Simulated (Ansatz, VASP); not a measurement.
## RbBr in VASP and in Ansatz

File INCAR:

```
SYSTEM = RbBr
PREC     = Accurate       ! precision mode
ENCUT    = 520            ! plane-wave cutoff, eV
EDIFF    = 1E-7           ! SCF threshold, eV
ISMEAR   = -1             ! smearing method
SIGMA    = 0.03           ! smearing width, eV
LREAL    = .FALSE.        ! projectors in reciprocal space
LASPH    = .TRUE.         ! aspherical terms in the spheres
NELM     = 80             ! most SCF steps
ALGO     = Normal         ! electronic algorithm
ISIF     = 2              ! what is computed and relaxed
LWAVE    = .FALSE.        ! write WAVECAR
LCHARG   = .FALSE.        ! write CHGCAR
GGA      = PS             ! functional
NBANDS   = 15             ! bands
```

The input KPOINTS:

```
regular mesh
0
G
  7 7 7
  0 0 0
```

The input POSCAR:

```
RbBr
1.0
   -0.0685500000      3.3932250000      3.3932250000
    3.3932250000     -0.0685500000      3.3932250000
    3.3932250000      3.3932250000     -0.0685500000
Rb Br
1 1
Direct
    0.0000000000      0.0000000000      0.0000000000
    0.5000000000      0.5000000000      0.5000000000
```

Input for Ansatz:

```yaml
crystal:
  lattice:
    - [-0.06855, 3.393225, 3.393225]
    - [3.393225, -0.06855, 3.393225]
    - [3.393225, 3.393225, -0.06855]
  atoms:
    - { symbol: Rb, position: [0.0, 0.0, 0.0] }
    - { symbol: Br, position: [0.5, 0.5, 0.5] }
kpoints:
  mp_grid: { grid: [7, 7, 7] }
  band_path:
    path:
      - [0.0, 0.0, 0.0]
      - [0.5, 0.5, 0.5]
      - [0.2551801333, 0.5, 0.7448198667]
      - [-0.2551801333, 0.2551801333, 0.5]
      - [0.0, 0.0, 0.5]
      - [0.0, 0.0, 0.0]
      - [-0.3775900666, 0.0, 0.3775900666]
      - [0.0, 0.3775900666, 0.6224099334]
      - [0.0, 0.5, 0.5]
    npoints: 5
scf:
  occupations: { method: fermi_dirac, width: 0.03 }
hamiltonian:
  xc: pbesol
  pseudopotentials: { kind: all_electron, lapw: { basis_error: 0.001 } }
output:
  forces: true
  stress: true
  eigenvalues: true
```

Change from the starting cell: equal xy, yz and zx shear strains of -2 %.

Alike in both runs: task single point; functional PBEsol; k mesh 7 × 7 × 7; occupations fermi-dirac, width 0.03 eV; no spin polarisation.

|  | VASP | Ansatz |
| --- | --- | --- |
| version | VASP 6.6.1 | Ansatz 0.2.0 |
| potentials or method | VASP PAW PBE potentials, release 64 (Rb_sv, Br), cutoff 520 eV | all-electron LAPW, scalar-relativistic |

```tsv
	VASP	Ansatz	Ansatz less VASP
gap on the k mesh at the Fermi level (eV)	4.18	4.18	+0.003
pressure (GPa)	0.0	-0.1	-0.04
traceless stress, the component that is largest in VASP (GPa)	0.08	0.08	0.000
```

VASP's potentials were made for PBE, not for PBEsol. Ansatz ran all-electron here, and VASP with PAW potentials.
